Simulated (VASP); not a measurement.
PbO: single point with PBE

PbO:

```
Pb O
1.0
     4.06471    0.00000    0.00000
     0.00000    4.06471    0.00000
     0.00000    0.00000    5.74229
Pb O
2 2
Direct
  0.00000 0.50000 0.20695
  0.50000 0.00000 0.79305
  0.00000 0.00000 0.00000
  0.50000 0.50000 0.00000
```

This cell differs from its parent crystal: volume scaled by 1.03, then relaxed in part.

```yaml
Program: VASP 6.6.1
Task: single point
Functional: PBE
Potentials_or_basis: VASP PAW PBE potentials, release 64 (Pb_d, O)
Cutoff: 520 eV
k_mesh: 8 × 8 × 6
Occupations: gaussian, width 0.02 eV
Spin: no spin polarisation
```

The pressure is -0.2 GPa, the largest force is 0.034 eV/Å and the band gap on the k mesh is 1.78 eV, indirect (least direct gap 1.84 eV).

Forces in eV/Å, atoms in the order of the input:
```
Pb   0.000  0.000  0.034
Pb   0.000  0.000 -0.034
O    0.000  0.000  0.000
O    0.000  0.000  0.000
```

Stress tensor (GPa, compression positive):
```
-0.23  0.00  0.00
 0.00 -0.23  0.00
 0.00  0.00 -0.12
```

Levels at points of the mesh, in eV from the valence-band top:
```tsv
k point	band 16	band 17	band 18	band 19	band 20	band 21	band 22	band 23	band 24	band 25
(0.00, 0.00, 0.00)	-3.83	-1.43	-1.42	-1.42	0.00	1.84	4.27	5.93	5.93	6.09
(0.50, 0.00, 0.00)	-2.89	-2.67	-2.67	-1.23	-1.23	3.12	3.12	5.55	5.55	6.67
(0.50, 0.50, 0.00)	-3.11	-1.55	-1.55	-0.81	-0.81	1.94	1.94	5.27	5.27	6.63
(0.00, 0.00, 0.50)	-3.78	-1.44	-1.43	-1.43	-0.70	1.79	4.23	4.65	4.65	7.76
(0.50, 0.00, 0.50)	-3.12	-2.67	-2.67	-0.87	-0.87	2.87	2.87	6.25	6.25	6.51
(0.50, 0.50, 0.50)	-3.27	-1.78	-1.78	-0.81	-0.81	3.82	3.82	3.85	3.85	5.56
```

Wall time 2.5 min on 1 thread of Intel(R) Xeon(R) Platinum 8259CL CPU @ 2.50GHz (Skylake/Cascade Lake) (shared host), peak memory 0.28 GiB.

Caveat: spin-orbit coupling is left out, which moves the levels of the heavy elements. A k mesh can miss the band edges.
